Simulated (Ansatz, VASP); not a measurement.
# SnTe in VASP and in Ansatz

```
Sn Te
1.0
     0.00000    4.27208    4.90569
     3.14528    0.00000    4.90569
     3.14528    4.27208    0.00000
Sn Te
2 2
Direct
  0.74473 0.25527 0.74473
  0.25527 0.74473 0.25527
  0.72387 0.72387 0.27613
  0.27613 0.27613 0.72387
```

Change from the starting cell: the structure that the rattled cell fell into.

Alike in both runs: task relaxation of cell and atoms; functional PBE; k mesh 8 × 8 × 8; occupations gaussian, width 0.01 eV; no spin polarisation.

```csv
,VASP,Ansatz
version,VASP 6.6.1,Ansatz 0.2.0
potentials or method,"VASP PAW PBE potentials, release 64 (Sn_d, Te), cutoff 600 eV","scalar-relativistic, plane waves, PAW"
valence electrons in the cell,40,60
```

Ansatz gave:

```
gap on the k mesh at the Fermi level, each at its own relaxed structure (eV) : 0.15
relaxed volume (Å³/atom)                                                     : 33.40
relaxed length of the cell vector where the two differ most in proportion (Å)              : 5.312
```

**Question.** Estimate VASP's values.

**Answer.** gap on the k mesh at the Fermi level, each at its own relaxed structure (eV): 0.14; relaxed volume (Å³/atom): 33.33; relaxed length of the cell vector where the two differ most in proportion (Å): 5.301.

VASP's potentials hold 40 valence electrons a cell and Ansatz's 60, so a difference there can come from the potentials and not from the codes.

Spin-orbit coupling is off throughout.
